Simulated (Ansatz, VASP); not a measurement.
## One calculation of HfN, two programs

```
Hf N
1.0
     2.62261    0.00000    0.00000
     0.00000    2.62261    0.00000
     0.00000    0.00000    2.62261
Hf N
1 1
Direct
  0.00000 0.00000 0.00000
  0.50000 0.50000 0.50000
```

Change from the starting cell: volume scaled by 0.8, LAPW.

Alike in both runs: task single point; functional PBE; k mesh 14 × 14 × 14; occupations fermi-dirac, width 0.05 eV; no spin polarisation.

|  | VASP | Ansatz |
| --- | --- | --- |
| version | VASP 6.6.1 | Ansatz 0.2.0 |
| potentials or method | VASP PAW PBE potentials, release 64 (Hf_pv, N), cutoff 520 eV | all-electron LAPW, scalar-relativistic |

|  | VASP | Ansatz | Ansatz less VASP |
| --- | --- | --- | --- |
| pressure (GPa) | 79.2 | 84.2 | +4.98 |

Both programs put the cell under a high pressure, so it lies far from rest at this level. Ansatz ran all-electron here, and VASP with PAW potentials.

Neither program's run includes spin-orbit coupling. Noted on VASP's run: the cell as given lies far from equilibrium.
